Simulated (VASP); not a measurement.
Input of a VASP 6.6.1 run:

File INCAR:

```
SYSTEM = Al
PREC     = Accurate       ! precision mode
ENCUT    = 520            ! plane-wave cutoff, eV
EDIFF    = 1E-6           ! SCF threshold, eV
ISMEAR   = 0              ! smearing method
SIGMA    = 0.1            ! smearing width, eV
LREAL    = .FALSE.        ! projectors in reciprocal space
LASPH    = .TRUE.         ! aspherical terms in the spheres
NELM     = 100            ! most SCF steps
ALGO     = Normal         ! electronic algorithm
ISIF     = 2              ! what is computed and relaxed
LWAVE    = .FALSE.        ! write WAVECAR
LCHARG   = .TRUE.         ! write CHGCAR
GGA      = PE             ! functional
LELF     = .TRUE.         ! ELF
LVHAR    = .TRUE.       
NBANDS   = 8              ! bands
```

File KPOINTS:

```
Automatic mesh
0
G
  8 8 8
  0 0 0
```

The input POSCAR:

```
Al
1.0
   -1.4263223694      1.4600656609      1.9888563934
    1.4263223694     -1.4600656609      1.9888563934
    1.4263223694      1.4600656609     -1.9888563934
Al
1
Direct
    0.5000000000      0.5000000000      0.0000000000
```

Potentials or basis: VASP PAW PBE potentials, release 64 (Al).

Run with:

```console
$ cat potpaw_PBE.64/Al/POTCAR > POTCAR
$ mpirun -np 1 vasp_std > vasp.out
```

Task: Estimate the band gap on the k mesh.

Result: Zero (an odd number of electrons rules out a gap without spin polarisation).

Task: Predict the pressure.

Result: -0.3 GPa.

Stress tensor (GPa, compression positive):
```
-2.41  0.00  0.00
 0.00 -0.65  0.00
 0.00  0.00  2.20
```
